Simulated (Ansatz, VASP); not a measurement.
AgCl in VASP and in Ansatz

```
CELL_PARAMETERS angstrom
0.00000 2.99325 2.99325
2.89986 0.00000 2.99325
2.89986 2.99325 0.00000
ATOMIC_POSITIONS crystal
Ag 0.00000 0.00000 0.00000
Cl 0.25000 0.25000 0.25000
```

Change from the starting cell: uniaxial_x strain -3.1%.

Alike in both runs: task single point; functional PBE; k mesh 8 × 8 × 8; occupations fermi-dirac, width 0.02 eV; no spin polarisation.

```csv
,VASP,Ansatz
version,VASP 6.6.1,Ansatz 0.2.0
potentials or method,"VASP PAW PBE potentials, release 64 (Ag, Cl)","plane waves, PAW"
plane-wave cutoff (eV),520,420
valence electrons in the cell,18,26
```

|  | VASP | Ansatz | Ansatz less VASP |
| --- | --- | --- | --- |
| gap on the k mesh at the Fermi level (eV) | 1.19 | 1.19 | +0.001 |
| pressure (GPa) | 2.3 | 2.4 | +0.11 |

The functional is the same, so the differences come from potentials, cutoffs and numerics. VASP's potentials hold 18 valence electrons a cell and Ansatz's 26, so a difference there can come from the potentials and not from the codes.
